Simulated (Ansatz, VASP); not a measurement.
# BAs in VASP and in Ansatz

```
B As
1.0
     3.18683    0.00000    0.00000
     0.00000    3.33868    0.00000
     0.00000    0.00000    4.63732
B As
2 2
Direct
  0.50000 0.00000 0.75130
  0.00000 0.50000 0.24870
  0.50000 0.00000 0.24978
  0.00000 0.50000 0.75022
```

Alike in both runs: functional PBE; k mesh 6 × 4 × 5; occupations gaussian, width 0.2 eV; no spin polarisation.

Ansatz relaxed the structure, and its values are those at the end. VASP's run is a single point on that final structure, the one shown.

|  | VASP | Ansatz |
| --- | --- | --- |
| version | VASP 6.6.1 | Ansatz 0.2.0 |
| potentials or method | VASP PAW PBE potentials, release 64 (B, As), cutoff 500 eV | scalar-relativistic, plane waves, PAW |
| valence electrons in the cell | 16 | 36 |

Ansatz gave:

```
gap on the k mesh at the Fermi level (eV) : none
pressure (GPa)                            : -0.2
rms of the force components (eV/Å)        : 0.010
```

Problem. What did VASP give for the same quantities?

Solution. gap on the k mesh at the Fermi level (eV): none; pressure (GPa): 0.2; rms of the force components (eV/Å): 0.011.

A gap of «none» marks a metal or a gap that the smearing closes. The functional is the same, so the differences come from potentials, cutoffs and numerics. VASP's potentials hold 16 valence electrons a cell and Ansatz's 36, so a difference there can come from the potentials and not from the codes.

The k mesh is coarse, so the values compare programs but aren't converged.
